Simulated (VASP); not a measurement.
# ScAl2 (Fd-3m) in VASP: further runs

The runs below take ScAl2 through single point, with r2SCAN.

Program: VASP 6.6.1. These are calculated values, not measurements. Logs are shortened: lines on timing, memory, paths and dates and some standing lists are left out, and cuts for length are marked.

### 1 The cell of the first run

Symmetry: Fd-3m, No. 227, cubic system. The conventional cell has a = 7.555 Å, b = 7.555 Å, c = 7.555 Å, α = 90.00°, β = 90.00°, γ = 90.00°. Sc (site symmetry -43m) has 12 Al at 3.13 Å and 4 Sc at 3.27 Å within 4.1 Å. Within 3.5 Å of Al (site symmetry -3m) lie 6 Al at 2.67 Å and 6 Sc at 3.13 Å.

### 2 Single point, r2SCAN

The input, POSCAR:

```
ScAl2
1.0
    0.0000000000      3.7776526849      3.7776526849
    3.7776526849      0.0000000000      3.7776526849
    3.7776526849      3.7776526849      0.0000000000
Sc Al
2 4
Direct
    0.5000000000      0.5000000000      0.5000000000
    0.7500000000      0.7500000000      0.7500000000
    0.1250000000      0.1250000000      0.1250000000
    0.6250000000      0.1250000000      0.1250000000
    0.1250000000      0.6250000000      0.1250000000
    0.1250000000      0.1250000000      0.6250000000
```

The input, INCAR.step1:

```
ALGO     = Normal         # electronic algorithm
EDIFF    = 1E-4           # SCF threshold, eV
ENCUT    = 520            # plane-wave cutoff, eV
GGA      = PE             # functional
ISMEAR   = 0              # smearing method
LASPH    = True           # aspherical terms in the spheres
LCHARG   = False          # write CHGCAR
LREAL    = False          # projectors in reciprocal space
LWAVE    = True           # write WAVECAR
NBANDS   = 26             # bands
NELM     = 60             # most SCF steps
PREC     = Accurate       # precision mode
SIGMA    = 0.15           # smearing width, eV
```

The input, INCAR.step2:

```
ALGO     = Normal         # electronic algorithm
EDIFF    = 1E-7           # SCF threshold, eV
ENCUT    = 520            # plane-wave cutoff, eV
ISIF     = 2              # what is computed and relaxed
ISMEAR   = 0              # smearing method
ISTART   = 1            
LASPH    = True           # aspherical terms in the spheres
LCHARG   = False          # write CHGCAR
LMIXTAU  = True         
LREAL    = False          # projectors in reciprocal space
LWAVE    = False          # write WAVECAR
METAGGA  = R2SCAN         # meta-GGA
NBANDS   = 26             # bands
NELM     = 60             # most SCF steps
PREC     = Accurate       # precision mode
SIGMA    = 0.15           # smearing width, eV
```

The input, KPOINTS:

```
k-points
0
Gamma
  8 8 8
```

Potentials or basis: VASP PAW PBE potentials, release 64 (Sc_sv, Al).

Launch:

```sh
cat potpaw_PBE.64/Sc_sv/POTCAR potpaw_PBE.64/Al/POTCAR > POTCAR
cp INCAR.step1 INCAR
mpirun -np 1 vasp_std > vasp.out
cp INCAR.step2 INCAR
mpirun -np 1 vasp_std > vasp.out
```

OUTCAR:

```text
EDIFF = 1E-7
   ENCUT = 520
   ISIF = 2
   ISMEAR = 0
   ISTART = 1
   LASPH = True
   LREAL = False
   METAGGA = R2SCAN
   NELM = 60
   PREC = Accurate

 ion  position               nearest neighbor table
   1  0.500  0.500  0.500-   5 3.13   4 3.13   3 3.13   3 3.13   3 3.13   6 3.13   6 3.13   4 3.13
                             5 3.13   4 3.13   5 3.13   6 3.13   2 3.27   2 3.27   2 3.27   2 3.27
   2  0.750  0.750  0.750-   3 3.13   4 3.13   5 3.13   4 3.13   4 3.13   5 3.13   3 3.13   5 3.13
                             6 3.13   3 3.13   6 3.13   6 3.13   1 3.27   1 3.27   1 3.27   1 3.27
   3  0.125  0.125  0.125-   4 2.67   5 2.67   6 2.67   6 2.67   5 2.67   4 2.67   1 3.13   2 3.13
                             1 3.13   2 3.13   1 3.13   2 3.13
   4  0.625  0.125  0.125-   3 2.67   6 2.67   5 2.67   3 2.67   5 2.67   6 2.67   2 3.13   1 3.13
                             2 3.13   1 3.13   1 3.13   2 3.13
   5  0.125  0.625  0.125-   3 2.67   6 2.67   3 2.67   4 2.67   6 2.67   4 2.67   1 3.13   2 3.13
                             2 3.13   1 3.13   1 3.13   2 3.13
   6  0.125  0.125  0.625-   3 2.67   3 2.67   4 2.67   5 2.67   5 2.67   4 2.67   1 3.13   2 3.13
                             1 3.13   2 3.13   1 3.13   2 3.13

  LATTYP: Found a face centered cubic cell.
 ALAT       =     7.5553053698

  Lattice vectors:

 A1 = (   0.0000000000,   3.7776526849,   3.7776526849)
 A2 = (   3.7776526849,   0.0000000000,   3.7776526849)
 A3 = (   3.7776526849,   3.7776526849,   0.0000000000)

Analysis of symmetry for initial positions (statically):
=====================================================================
 Subroutine PRICEL returns:
 Original cell was already a primitive cell.

 Routine SETGRP: Setting up the symmetry group for a
 face centered cubic supercell.

 Subroutine GETGRP returns: Found 48 space group operations
 (whereof 24 operations were pure point group operations)
 out of a pool of 48 trial point group operations.

The static configuration has the point symmetry T_d .
 The point group associated with its full space group is O_h .

Analysis of symmetry for dynamics (positions and initial velocities):
=====================================================================
 Subroutine PRICEL returns:
 Original cell was already a primitive cell.

 Routine SETGRP: Setting up the symmetry group for a
 face centered cubic supercell.

 Subroutine GETGRP returns: Found 48 space group operations
 (whereof 24 operations were pure point group operations)
 out of a pool of 48 trial point group operations.

The dynamic configuration has the point symmetry T_d .
 The point group associated with its full space group is O_h .

 Subroutine INISYM returns: Found 48 space group operations
 (whereof 24 operations are pure point group operations),
 and found     1 'primitive' translations

----------------------------------------------------------------------------------------

                                     Primitive cell

  volume of cell :     107.8192

  direct lattice vectors                    reciprocal lattice vectors
     0.000000000  3.777652685  3.777652685    -0.132357324  0.132357324  0.132357324
     3.777652685  0.000000000  3.777652685     0.132357324 -0.132357324  0.132357324
     3.777652685  3.777652685  0.000000000     0.132357324  0.132357324 -0.132357324

  length of vectors
     5.342407661  5.342407661  5.342407661     0.229249610  0.229249610  0.229249610

  position of ions in fractional coordinates (direct lattice)
     0.500000000  0.500000000  0.500000000
     0.750000000  0.750000000  0.750000000
     0.125000000  0.125000000  0.125000000
     0.625000000  0.125000000  0.125000000
     0.125000000  0.625000000  0.125000000
     0.125000000  0.125000000  0.625000000

  ion indices of the primitive-cell ions
   primitive index   ion index
                 1           1
                 2           2
                 3           3
                 4           4
                 5           5
                 6           6

----------------------------------------------------------------------------------------

 KPOINTS: k-points

Automatic generation of k-mesh.
 Grid dimensions read from file:
 generate k-points for:    8    8    8

 Generating k-lattice:

  Cartesian coordinates                     Fractional coordinates (reciprocal lattice)
    -0.016544665  0.016544665  0.016544665     0.125000000  0.000000000  0.000000000
     0.016544665 -0.016544665  0.016544665     0.000000000  0.125000000  0.000000000
     0.016544665  0.016544665 -0.016544665     0.000000000  0.000000000  0.125000000

  Length of vectors
     0.028656201  0.028656201  0.028656201

  Shift w.r.t. Gamma in fractional coordinates (k-lattice)
     0.000000000  0.000000000  0.000000000

 Subroutine IBZKPT returns following result:
 ===========================================

 Found     29 irreducible k-points:

 Following reciprocal coordinates:
            Coordinates               Weight
  0.000000  0.000000  0.000000      1.000000
  0.125000  0.000000  0.000000      8.000000
  0.250000  0.000000  0.000000      8.000000
  0.375000  0.000000  0.000000      8.000000
  0.500000  0.000000  0.000000      4.000000
  0.125000  0.125000  0.000000      6.000000
[... 16 lines left out ...]
  0.500000  0.250000  0.125000     48.000000
 -0.375000  0.250000  0.125000     24.000000
 [... further k-points ...]
   k-points           NKPTS =     29   k-points in BZ     NKDIM =     29   number of bands    NBANDS=     26
   number of dos      NEDOS =    301   number of ions     NIONS =      6
   total plane-waves  NPLWV =  64000
   dimension x,y,z NGX =    40 NGY =   40 NGZ =   40
   dimension x,y,z NGXF=    80 NGYF=   80 NGZF=   80
   ions per type =               2   4
   NGX,Y,Z   is equivalent  to a cutoff of  12.45, 12.45, 12.45 a.u.
   NGXF,Y,Z  is equivalent  to a cutoff of  24.89, 24.89, 24.89 a.u.
 SYSTEM =  unknown system
   PREC   = accura    normal or accurate (medium, high low for compatibility)
   ISTART =      1    job   : 0-new  1-cont  2-samecut
   ICHARG =      0    charge: 1-file 2-atom 10-const
   ISPIN  =      1    spin polarized calculation?
   LNONCOLLINEAR =      F non collinear calculations
   LSORBIT =      F    spin-orbit coupling
   LASPH  =      T    aspherical Exc in radial PAW
   ENCUT  =  520.0 eV  38.22 Ry    6.18 a.u.   9.93  9.93  9.93*2*pi/ulx,y,z
   NELM   =     60;   NELMIN=  2; NELMDL=  0     # of ELM steps
   EDIFF  = 0.1E-06   stopping-criterion for ELM
   LREAL  =      F    real-space projection
   EDIFFG = 0.1E-05   stopping-criterion for IOM
   NSW    =      0    number of steps for IOM
   IBRION =     -1    ionic relax: 0-MD 1-quasi-New 2-CG
   NFREE  =      0    steps in history (QN), initial steepest desc. (CG)
   ISIF   =      2    stress and relaxation
   ISYM   =      2    0-nonsym 1-usesym 2-fastsym
   POTIM  = 0.5000    time-step for ionic-motion
   TEBEG  =    0.0;   TEEND  =   0.0 temperature during run
   PSTRESS=    0.0 pullay stress
   NELECT =      34.0000    total number of electrons
   NUPDOWN=      -1.0000    fix difference up-down
   EMIN   =  10.00;   EMAX   =-10.00  energy-range for DOS
   EFERMI =   0.00;   METHOD = LEGACY
   ISMEAR =     0;   SIGMA  =   0.15  broadening in eV -4-tet -1-fermi 0-gaus
   EFERMI_NEDOS =   21; number of points for ismear=-14 and -15
   IALGO  =     38    algorithm
   IMIX   =      4    mixing-type and parameters
     AMIX     =   0.40;   BMIX     =  1.00
     AMIX_MAG =   1.60;   BMIX_MAG =  1.00
  volume/ion in A,a.u.               =      17.97       121.27
  Fermi-wavevector in a.u.,A,eV,Ry     =   1.114301  2.105723 16.893895  1.241666
  Thomas-Fermi vector in A             =   2.250894
   LORBIT       =      0    0 simple, 1 ext, 2 COOP (PROOUT), +10 PAW based schemes
   METAGGA = R2SCAN    functional components
   LHFCALC =     F    Hartree Fock is set to
   AEXX    =    0.0000 exact exchange contribution
   IVDW    =     0    specifies the selected vdW correction
   LEPSILON=     F    determine dielectric tensor
   LRPA    =     F    only Hartree local field effects (RPA)
 non-spin polarized calculation
 Gauss-broadening in eV      SIGMA  =   0.15
  energy-cutoff  :      520.00
  volume of cell :      107.82
 maximum number of plane-waves:      2936
   NGX = 19   NGY = 19   NGZ = 19

 number of electron      33.9999997 magnetization

 Free energy of the ion-electron system (eV)
  ---------------------------------------------------
  ext. energy  EPLUGINS =         0.00000000
  ---------------------------------------------------
  free energy    TOTEN  =       -52.92519236 eV

  energy without entropy =      -52.87894956  energy(sigma->0) =      -52.90207096

 E-fermi :   6.5586     XC(G=0): -11.0201

 val. band max:        6.4989244974   @ k =  -0.2500   0.1250   0.0000
 cond. band min:       6.5659593340   @ k =  -0.3750   0.3750   0.1250
 fundamental gap:      0.0670348366
 Fermi energy:         6.5585903287

 k-point     1 :       0.0000    0.0000    0.0000
  band No.  band energies     occupation
      1     -44.9316      2.00000
      2     -44.8908      2.00000
      3     -22.6444      2.00000
      4     -22.6444      2.00000
      5     -22.6444      2.00000
      6     -22.5340      2.00000
[... 18 lines left out ...]
     25      10.1765      0.00000
     26      10.1765      0.00000

 k-point     2 :       0.1250    0.0000    0.0000
  band No.  band energies     occupation
      1     -44.9304      2.00000
      2     -44.8919      2.00000
      3     -22.6466      2.00000
      4     -22.6465      2.00000
      5     -22.6445      2.00000
      6     -22.5345      2.00000
[... 18 lines left out ...]
     25       9.9737      0.00000
     26      10.0183      0.00000

 k-point     3 :       0.2500    0.0000    0.0000
  band No.  band energies     occupation
      1     -44.9273      2.00000
      2     -44.8951      2.00000
      3     -22.6515      2.00000
      4     -22.6514      2.00000
      5     -22.6450      2.00000
      6     -22.5357      2.00000
[... 572 lines left out ...]
 k-point    23 :       0.5000    0.2500    0.1250
  band No.  band energies     occupation
      1     -44.9206      2.00000
      2     -44.9017      2.00000
      3     -22.6688      2.00000
      4     -22.6612      2.00000
      5     -22.6250      2.00000
      6     -22.5561      2.00000
[... 18 lines left out ...]
     25      10.1102      0.00000
     26      10.1844      0.00000

 k-point    24 :      -0.3750    0.2500    0.1250
  band No.  band energies     occupation
      1     -44.9183      2.00000
      2     -44.9039      2.00000
      3     -22.6710      2.00000
      4     -22.6631      2.00000
      5     -22.6222      2.00000
      6     -22.5589      2.00000
[... 18 lines left out ...]
     25       9.9610      0.00000
     26      10.3780      0.00000

 [... further k-points ...]
[... 5 lines left out ...]
  --------------------------------------------------------------------------------------
  -------------------------------------------------------------------------------------
  Total        0.0287373      0.0287373      0.0287373     -0.0000000     -0.0000000      0.0000000
  in kB        0.4270315      0.4270315      0.4270315     -0.0000000     -0.0000000      0.0000000
  external PRESSURE =       0.4270315 kB  Pullay stress =       0.0000000 kB

 VOLUME and BASIS-vectors are now :
 -----------------------------------------------------------------------------
  energy-cutoff  :      520.00
  volume of cell :      107.82
      direct lattice vectors                 reciprocal lattice vectors
     0.000000000  3.777652685  3.777652685    -0.132357324  0.132357324  0.132357324
     3.777652685  0.000000000  3.777652685     0.132357324 -0.132357324  0.132357324
     3.777652685  3.777652685  0.000000000     0.132357324  0.132357324 -0.132357324

 POSITION                                       TOTAL-FORCE (eV/Angst)
 -----------------------------------------------------------------------------------
      3.77765      3.77765      3.77765         0.000000     -0.000000     -0.000000
      5.66648      5.66648      5.66648         0.000000      0.000000      0.000000
      0.94441      0.94441      0.94441        -0.000000     -0.000000     -0.000000
      0.94441      2.83324      2.83324        -0.000000     -0.000000     -0.000000
      2.83324      0.94441      2.83324        -0.000000     -0.000000     -0.000000
      2.83324      2.83324      0.94441        -0.000000     -0.000000     -0.000000
 -----------------------------------------------------------------------------------
    total drift:                               -0.000000     -0.000000      0.000000

  FREE ENERGIE OF THE ION-ELECTRON SYSTEM (eV)
  ---------------------------------------------------
  free  energy   TOTEN  =       -52.9251923636 eV

  energy  without entropy=      -52.8789495599  energy(sigma->0) =      -52.90207096
```

Run time: 6 min. Hardware: 1 thread of AMD EPYC 7R13 (Zen 3), shared host; peak memory 0.26 GiB.

Results:

```
Free energy            : -52.9252 eV
Pressure               : 0.0 GPa
Band gap on the k mesh : zero (band 17 reaches 7.33 eV, above the bottom of band 18 at 4.73 eV)
```

Caveat: the PAW data sets were made with another functional, which shifts forces and pressure a little.

(Part 1 of 3 ends here.)
